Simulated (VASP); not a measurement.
Crystal: Li3SiS2.

```
Li Si S
1.0
     3.68853    2.12958    3.01167
    -3.68853    2.12958    3.01167
     0.00000   -4.25915    3.01167
Li Si S
3 1 2
Direct
  0.00000 0.50000 0.00000
  0.50000 0.00000 0.00000
  0.00000 0.00000 0.50000
  0.50000 0.50000 0.50000
  0.75000 0.75000 0.75000
  0.25000 0.25000 0.25000
```

| Property | Result |
| --- | --- |
| Program | VASP 6.6.1 |
| Task | relaxation of cell and atoms |
| Functional | PBE |
| Potentials or basis | VASP PAW PBE potentials, release 64 (Li_sv, Si, S) |
| Cutoff | 600 eV |
| k mesh | 4 × 4 × 4 |
| Occupations | gaussian, width 0.1 eV |
| Spin | no spin polarisation |

At the start: pressure 2.0 GPa; volume 23.66 Å³/atom.

**Question.** How do energy, volume and symmetry change on relaxing?

**Answer.** Over 16 steps the energy falls by 49.6 meV/atom and the volume is 23.62 Å³/atom (-0.2 %); space group R-3m (No. 166, to 0.05 Å).

The path:
```tsv
step	energy change (eV)	largest force (eV/Å)	pressure (GPa)	volume (Å³)
1	0.0000	0.8725	2.04	141.94
2	-0.1726	0.1062	0.22	148.12
3	-0.1744	0.2023	0.03	148.88
4	-0.1797	0.1956	-0.01	149.11
5	-0.1949	0.1728	-0.15	149.78
6	-0.2199	0.1107	-0.46	151.06
7	-0.2390	0.0868	-1.14	153.39
8	-0.2423	0.0910	-1.12	153.05
9	-0.2515	0.1068	-1.09	152.03
10	-0.2655	0.1471	-1.04	149.94
11	-0.2706	0.2702	-0.97	145.60
12	-0.2723	0.2132	-1.00	147.60
13	-0.2839	0.1668	-0.73	145.95
14	-0.2971	0.0229	0.11	141.34
15	-0.2972	0.0327	0.05	141.63
16	-0.2976	0.0006	0.01	141.70
```

Final structure:
```
CELL_PARAMETERS angstrom
3.40911 1.96825 3.51969
-3.40911 1.96825 3.51969
0.00000 -3.93651 3.51969
ATOMIC_POSITIONS crystal
Li 0.00000 0.50000 0.00000
Li 0.50000 0.00000 0.00000
Li 0.00000 0.00000 0.50000
Si 0.50000 0.50000 0.50000
S 0.72619 0.72619 0.72619
S 0.27381 0.27381 0.27381
```

Caveat: the cutoff is under 1.25 times the usual one of these potentials, so pressure, stress and relaxed cells hold a basis-set (Pulay) error.
